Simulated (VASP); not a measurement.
Wanted: the native input for a VASP 6.6.1 run.

```yaml
Task: single point
Functional: r2SCAN
Potentials_or_basis: VASP PAW PBE potentials, release 64 (Li_sv, F)
Cutoff: 520 eV
k_mesh: 10 × 10 × 10
Occupations: gaussian, width 0.01 eV
Spin: no spin polarisation
Dipole_correction: no
Further_INCAR_settings: ALGO = Normal; EDIFF = 1e-06; NBANDS = 12
```

Crystal: LiF.

```
Li F
1.0
     0.00000    1.99487    2.09462
     1.99487    0.00000    2.09462
     1.99487    1.99487    0.00000
Li F
1 1
Direct
  0.00000 0.00000 0.00000
  0.50000 0.50000 0.50000
```

This cell differs from its parent crystal: uniaxial z strain +5.0%.

The input as run:

POSCAR

```
LiF
1.0
    0.0000000000      1.9948717406      2.0946153276
    1.9948717406      0.0000000000      2.0946153276
    1.9948717406      1.9948717406      0.0000000000
Li F
1 1
Direct
    0.0000000000      0.0000000000      0.0000000000
    0.5000000000      0.5000000000      0.5000000000
```

INCAR.step1

```
PREC = Accurate
ENCUT = 520
ISMEAR = 0
SIGMA = 0.01
LREAL = False
LASPH = True
NELM = 100
NBANDS = 12
GGA = PE
ALGO = Normal
EDIFF = 1E-4
LWAVE = True
LCHARG = False
```

INCAR.step2

```
PREC = Accurate
ENCUT = 520
EDIFF = 1E-6
ISMEAR = 0
SIGMA = 0.01
LREAL = False
LASPH = True
NELM = 100
ALGO = Normal
ISIF = 2
LWAVE = False
LCHARG = False
METAGGA = R2SCAN
LMIXTAU = True
NBANDS = 12
ISTART = 1
```

KPOINTS

```
regular mesh
0
Gamma
  10 10 10
```

Potentials or basis: VASP PAW PBE potentials, release 64 (Li_sv, F).

Run with:

```console
$ cat potpaw_PBE.64/Li_sv/POTCAR potpaw_PBE.64/F/POTCAR > POTCAR
$ cp INCAR.step1 INCAR
$ mpirun -np 1 vasp_std > vasp.out
$ cp INCAR.step2 INCAR
$ mpirun -np 1 vasp_std > vasp.out
```

Results of the run:

* Band gap on the k mesh: 10.00 eV, direct

Caveat: the cell differs from its parent crystal (uniaxial z strain +5.0%).

It took 26 s on 1 thread of Intel(R) Xeon(R) 6975P-C (Granite Rapids), on a shared host, peak memory 0.14 GiB.
